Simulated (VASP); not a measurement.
Be3CdSe4:

```xyz
8
Lattice="5.3379 0.0000 0.0000 0.0000 5.3379 0.0000 0.0000 0.0000 5.3379" Properties=species:S:1:pos:R:3 pbc="T T T"
Be    0.0000    0.0000    2.6689
Be    0.0000    2.6689    0.0000
Be    2.6689    0.0000    0.0000
Cd    0.0000    0.0000    0.0000
Se    1.4541    1.4541    1.4541
Se    1.4541    3.8838    3.8838
Se    3.8838    1.4541    3.8838
Se    3.8838    3.8838    1.4541
```

* Program: VASP 6.6.1
* Task: relaxation of cell and atoms
* Functional: r2SCAN
* Dispersion: rVV10
* Potentials or basis: VASP PAW PBE potentials, release 64 (Be, Cd, Se)
* Cutoff: 660 eV
* k mesh: 4 × 4 × 4
* Occupations: fermi-dirac, width 0.03 eV
* Spin: no spin polarisation

At the start: pressure 1.5 GPa; volume 19.01 Å³/atom.

Problem. Where does the relaxation end?

Solution. Over 5 steps the energy falls by 2.8 meV/atom and the volume is 19.58 Å³/atom (+3.0 %); space group P-43m (No. 215, to 0.1 Å) before and after.

The path:
```
step  energy change (eV)  largest force (eV/Å)  pressure (GPa)  volume (Å³)
   1              0.0000                0.0409            1.53       152.09
   2             -0.0143                0.2549           -0.43       156.12
   3             -0.0152                0.2142           -0.06       155.32
   4             -0.0213                0.0893           -0.01       156.06
   5             -0.0227                0.0032            0.03       156.61
```

Final structure:
```yaml
crystal:
  lattice:
    - [5.39021, 0.00000, 0.00000]
    - [0.00000, 5.39021, 0.00000]
    - [0.00000, 0.00000, 5.39021]
  atoms:
    - { symbol: Be, position: [0.00000, 0.00000, 0.50000] }
    - { symbol: Be, position: [0.00000, 0.50000, 0.00000] }
    - { symbol: Be, position: [0.50000, 0.00000, 0.00000] }
    - { symbol: Cd, position: [0.00000, 0.00000, 0.00000] }
    - { symbol: Se, position: [0.27030, 0.27030, 0.27030] }
    - { symbol: Se, position: [0.27030, 0.72970, 0.72970] }
    - { symbol: Se, position: [0.72970, 0.27030, 0.72970] }
    - { symbol: Se, position: [0.72970, 0.72970, 0.27030] }
```

Caveat: the PAW data sets were made with another functional, which shifts forces and pressure a little.
